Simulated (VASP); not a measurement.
Here is a VASP 6.6.1 calculation.

Contents of INCAR:

```
PREC = Accurate
ENCUT = 520
EDIFF = 1E-6
ISMEAR = 0
SIGMA = 0.05
LREAL = F
LASPH = T
NELM = 80
ALGO = Normal
ISIF = 2
LWAVE = F
LCHARG = T
GGA = PE
IVDW = 12
LELF = T
LVHAR = T
NBANDS = 16
```

File KPOINTS:

```
Automatic mesh
0
Gamma
  12 12 4
```

POSCAR

```
BN
1.0
    2.5061233057      0.0000000000      0.0000000000
   -1.2530616528      2.1703664477      0.0000000000
    0.0000000000      0.0000000000      6.5973571420
B N
2 2
Direct
    0.0221160809      0.0442321619      0.4708974373
    0.3333333333      0.6666666667      0.0000000000
    0.0000000000      0.0000000000      0.0000000000
    0.6666666667      0.3333333333      0.5000000000
```

Potentials or basis: VASP PAW PBE potentials, release 64 (B, N).

Command:

```sh
$ cat potpaw_PBE.64/B/POTCAR potpaw_PBE.64/N/POTCAR > POTCAR
$ mpirun -np 1 vasp_std > vasp.out
```

Question: Estimate the pressure.

Answer: 0.3 GPa.

Question: Predict the largest force.

Answer: 3.962 eV/Å.

Question: What does it give for the band gap on the k mesh?

Answer: 3.97 eV, indirect (least direct gap 4.35 eV).

Forces on the atoms (eV/Å):
```
B    0.000 -3.115  2.448
B    0.000  0.002 -0.170
N    0.000  0.001  0.144
N    0.000  3.112 -2.422
```

Caveat: the cell differs from its parent crystal (atom 1 (B) moved by +0.096 Å along [1 2 0] and -0.192 Å along [0 0 1]); forces of over 1 eV/Å act on the atoms, so gaps and moduli don't describe the material at rest. A k mesh can miss the band edges.
